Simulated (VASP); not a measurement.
Be16Se9S7:

```
Be Se S
1.0
    10.00172    0.00000    0.00000
     0.00000   10.00172    0.00000
     0.00000    0.00000   10.00172
Be Se S
32 18 14
Direct
  0.00364 0.99696 0.99988
  0.99946 0.00135 0.49996
  0.99725 0.50032 0.00172
  0.00025 0.49658 0.49762
  0.50198 0.99686 0.00225
  0.49952 0.00299 0.50039
  0.50109 0.49966 0.99626
  0.49982 0.50168 0.50152
  0.24961 0.24658 0.00111
  0.25217 0.25137 0.50183
  0.24747 0.74876 0.99976
  0.24787 0.75156 0.49956
  0.74808 0.24858 0.99751
  0.75121 0.25350 0.49895
  0.75235 0.74937 0.00144
  0.74807 0.75216 0.49861
  0.25049 0.00076 0.24870
  0.24804 0.99857 0.74918
  0.25092 0.49836 0.24890
  0.25107 0.49998 0.74740
  0.74897 0.00179 0.25138
  0.75021 0.99708 0.74935
  0.74836 0.50091 0.25133
  0.74847 0.49721 0.75369
  0.99664 0.24737 0.25045
  0.00272 0.25263 0.74946
  0.00012 0.75252 0.25127
  0.00345 0.74751 0.75043
  0.49859 0.24821 0.24806
  0.50043 0.25176 0.75206
  0.49767 0.74793 0.24709
  0.50009 0.74913 0.74801
  0.12835 0.12019 0.12428
  0.12517 0.12400 0.62898
  0.12560 0.62574 0.62349
  0.62694 0.12726 0.12479
  0.62953 0.12396 0.62598
  0.62414 0.62234 0.12588
  0.37446 0.87269 0.12352
  0.87399 0.37708 0.62586
  0.87228 0.87172 0.12628
  0.37617 0.12659 0.36973
  0.37760 0.62486 0.87448
  0.87368 0.12631 0.37391
  0.87636 0.12637 0.87715
  0.87652 0.62752 0.87302
  0.12137 0.37343 0.37817
  0.12624 0.87180 0.37805
  0.62568 0.37912 0.87883
  0.62711 0.87424 0.87516
  0.12385 0.62477 0.12441
  0.62885 0.62476 0.62527
  0.37441 0.37263 0.12323
  0.37692 0.37587 0.62094
  0.37620 0.87788 0.62878
  0.87669 0.37782 0.12672
  0.87487 0.87631 0.62734
  0.37234 0.12533 0.87673
  0.37673 0.62737 0.37413
  0.87765 0.62121 0.37541
  0.12648 0.37613 0.87853
  0.12650 0.87419 0.87570
  0.62342 0.37364 0.37624
  0.62899 0.87728 0.37412
```

- Program: VASP 6.6.1
- Task: relaxation of volume and atoms at fixed shape
- Functional: PBEsol
- Potentials or basis: VASP PAW PBE potentials, release 64 (Be, Se, S)
- Cutoff: 500 eV
- k mesh: 1 × 1 × 1, shifted
- Occupations: fermi-dirac, width 0.05 eV
- Spin: no spin polarisation

At the start: pressure 0.8 GPa; volume 15.63 Å³/atom.

Task: How do energy, volume and symmetry change on relaxing?

Result: Over 12 steps the energy falls by 27.2 meV/atom and the volume is 15.68 Å³/atom (+0.3 %); space group P1 (No. 1, to 0.1 Å) before and after.

The path:
| step | energy change (eV) | largest force (eV/Å) | pressure (GPa) | volume (Å³) |
| --- | --- | --- | --- | --- |
| 1 | 0.0000 | 1.4277 | 0.81 | 1000.52 |
| 2 | -1.1729 | 0.6508 | -0.53 | 1012.04 |
| 3 | -1.3702 | 0.7154 | -1.20 | 1019.23 |
| 4 | -1.6403 | 0.3713 | 0.14 | 1002.35 |
| 5 | -1.6592 | 0.2570 | 0.63 | 996.65 |
| 6 | -1.7231 | 0.1051 | 0.03 | 1003.31 |
| 7 | -1.7249 | 0.1023 | -0.08 | 1004.59 |
| 8 | -1.7336 | 0.0549 | -0.02 | 1003.80 |
| 9 | -1.7349 | 0.0790 | 0.01 | 1003.36 |
| 10 | -1.7379 | 0.0366 | 0.01 | 1003.38 |
| 11 | -1.7389 | 0.0333 | 0.01 | 1003.39 |
| 12 | -1.7400 | 0.0160 | -0.01 | 1003.70 |

Final structure:
```cif
data_structure
_symmetry_space_group_name_H-M 'P 1'
_symmetry_Int_Tables_number 1
_cell_length_a 10.0123
_cell_length_b 10.0123
_cell_length_c 10.0123
_cell_angle_alpha 90.000
_cell_angle_beta 90.000
_cell_angle_gamma 90.000
_cell_volume 1003.70
loop_
_atom_site_label
_atom_site_type_symbol
_atom_site_fract_x
_atom_site_fract_y
_atom_site_fract_z
_atom_site_occupancy
Be1 Be 0.00615 0.99387 0.99530 1
Be2 Be 0.99597 0.99550 0.50540 1
Be3 Be 0.00605 0.49519 0.00467 1
Be4 Be 0.99585 0.50678 0.49460 1
Be5 Be 0.49472 0.00542 0.99420 1
Be6 Be 0.50041 0.98996 0.50023 1
Be7 Be 0.49446 0.49649 0.00527 1
Be8 Be 0.50031 0.50064 0.49963 1
Be9 Be 0.25542 0.25441 0.99578 1
Be10 Be 0.25507 0.25503 0.50469 1
Be11 Be 0.23958 0.74740 0.99915 1
Be12 Be 0.26124 0.74820 0.50066 1
Be13 Be 0.75580 0.25514 0.00481 1
Be14 Be 0.74241 0.25551 0.49554 1
Be15 Be 0.74849 0.74781 0.00086 1
Be16 Be 0.75028 0.74818 0.49919 1
Be17 Be 0.24906 0.00102 0.25066 1
Be18 Be 0.25641 0.99389 0.75457 1
Be19 Be 0.25588 0.50567 0.24553 1
Be20 Be 0.24936 0.49052 0.74930 1
Be21 Be 0.74319 0.99349 0.25552 1
Be22 Be 0.75549 0.99634 0.74398 1
Be23 Be 0.75451 0.49576 0.25586 1
Be24 Be 0.74344 0.50691 0.74465 1
Be25 Be 0.99632 0.25354 0.24486 1
Be26 Be 0.00621 0.25628 0.75548 1
Be27 Be 0.00011 0.73734 0.25099 1
Be28 Be 0.00181 0.75815 0.74897 1
Be29 Be 0.49944 0.26151 0.25038 1
Be30 Be 0.49075 0.24864 0.74929 1
Be31 Be 0.50061 0.74851 0.26052 1
Be32 Be 0.49973 0.74778 0.73935 1
Se1 Se 0.12688 0.12729 0.12151 1
Se2 Se 0.12857 0.12418 0.62909 1
Se3 Se 0.12742 0.62581 0.62481 1
Se4 Se 0.62370 0.12785 0.12652 1
Se5 Se 0.62276 0.12400 0.62409 1
Se6 Se 0.62485 0.62208 0.13063 1
Se7 Se 0.37402 0.87293 0.12512 1
Se8 Se 0.87404 0.37838 0.62407 1
Se9 Se 0.87659 0.87178 0.12732 1
Se10 Se 0.37804 0.12661 0.37648 1
Se11 Se 0.37285 0.62365 0.87346 1
Se12 Se 0.87238 0.12526 0.37567 1
Se13 Se 0.87837 0.12528 0.87535 1
Se14 Se 0.87816 0.62477 0.87509 1
Se15 Se 0.12694 0.37888 0.37282 1
Se16 Se 0.12567 0.87071 0.37711 1
Se17 Se 0.62276 0.37559 0.87513 1
Se18 Se 0.62417 0.87462 0.87126 1
S1 S 0.12571 0.62199 0.12563 1
S2 S 0.62386 0.62640 0.61974 1
S3 S 0.37389 0.37723 0.12558 1
S4 S 0.37685 0.37651 0.62531 1
S5 S 0.37737 0.87309 0.62498 1
S6 S 0.87706 0.37796 0.12703 1
S7 S 0.87481 0.87211 0.62387 1
S8 S 0.37298 0.12643 0.87374 1
S9 S 0.37823 0.62378 0.37687 1
S10 S 0.87274 0.62469 0.37536 1
S11 S 0.12889 0.37556 0.87810 1
S12 S 0.12751 0.87399 0.87363 1
S13 S 0.62359 0.37961 0.37549 1
S14 S 0.62500 0.87053 0.37953 1
```

Caveat: the PAW data sets were made with another functional, which shifts forces and pressure a little.
